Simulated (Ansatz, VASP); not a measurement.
This is a calculation of CoSn for VASP 6.6.1.

Contents of INCAR:

```
PREC     = Accurate       # precision mode
ENCUT    = 520            # plane-wave cutoff, eV
EDIFF    = 1E-6           # SCF threshold, eV
ISMEAR   = -1             # smearing method
SIGMA    = 0.05           # smearing width, eV
LREAL    = False          # projectors in reciprocal space
LASPH    = True           # aspherical terms in the spheres
NELM     = 150            # most SCF steps
ALGO     = Normal         # electronic algorithm
ISIF     = 2              # what is computed and relaxed
LWAVE    = False          # write WAVECAR
LCHARG   = False          # write CHGCAR
ISPIN    = 2              # spin polarisation
MAGMOM   = 0 0 0 1 1 1    # initial moments
LORBIT   = 11             # projections on sites
NUPDOWN  = 3.0            # fixed moment
LMAXMIX  = 4              # l up to which the mixer works
GGA      = PS             # functional
NBANDS   = 48             # bands
```

KPOINTS

```
regular mesh
0
Gamma
  5 5 6
```

Contents of POSCAR:

```
CoSn
1.0
    5.2460399276      0.0000000000      0.0000000000
   -2.6230199638      4.5432038466      0.0000000000
    0.0000000000      0.0000000000      4.1875903000
Sn Co
3 3
Direct
    0.0000000000      0.0000000000      0.0000000000
    0.3333333333      0.6666666667      0.5000000000
    0.6666666667      0.3333333333      0.5000000000
    0.5000000000      0.0000000000      0.0000000000
    0.5000000000      0.5000000000      0.0000000000
    0.0000000000      0.5000000000      0.0000000000
```

Potentials or basis: VASP PAW PBE potentials, release 64 (Sn_d, Co).

Command:

```sh
$ cat potpaw_PBE.64/Sn_d/POTCAR potpaw_PBE.64/Co/POTCAR > POTCAR
$ mpirun -np 1 vasp_std > vasp.out
```

Q: Set up the same calculation for Ansatz 0.2.0. Potentials there: Ansatz PAW.

A: As run (the cutoff follows the program's own potentials):

File input.yaml:

```yaml
crystal:
  lattice:
    - [5.2460399276, 0.0, 0.0]
    - [-2.6230199638, 4.5432038466, 0.0]
    - [0.0, 0.0, 4.1875903]
  atoms:
    - { symbol: Sn, position: [0.0, 0.0, 0.0] }
    - { symbol: Sn, position: [0.3333333333, 0.6666666667, 0.5] }
    - { symbol: Sn, position: [0.6666666667, 0.3333333333, 0.5] }
    - { symbol: Co, position: [0.5, 0.0, 0.0], spin: 1.0 }
    - { symbol: Co, position: [0.5, 0.5, 0.0], spin: 1.0 }
    - { symbol: Co, position: [0.0, 0.5, 0.0], spin: 1.0 }
hamiltonian:
  xc: pbesol
  pseudopotentials: { kind: paw }
magnetization:
  spin_polarized: true
  initial_magnetization: 3.0
  spin_locking: { lock_magnetization: hard }
kpoints:
  mp_grid: { grid: [5, 5, 6] }
scf:
  occupations: { method: fermi_dirac, width: 0.05 }
  lower_state_search: "off"
output:
  forces: true
  stress: true
  eigenvalues: true
```

Potentials or basis: Ansatz PAW.

Launch:

```bash
$ ansatz run input.yaml --threads 2 --pin off --max-ram 5632MiB --backend cpu --events-out ev --progress --plain --runs-dir out
```

Both were run:

|  | VASP | Ansatz | Ansatz less VASP |
| --- | --- | --- | --- |
| pressure (GPa) | 0.5 | 0.6 | +0.07 |
| traceless stress, the component that is largest in VASP (GPa) | 1.57 | 1.64 | +0.063 |
| net moment per atom (μB) | 0.50 | 0.50 | 0.000 |
| size of the moment on the site where the two differ most (μB) | 0.94 | 0.95 | +0.010 |

VASP's potentials were made for PBE, not for PBEsol. Site moments also hang on the region over which each program counts them. The functional is the same, so the differences come from potentials, cutoffs and numerics. VASP's potentials hold 69 valence electrons a cell and Ansatz's 93, so a difference there can come from the potentials and not from the codes.
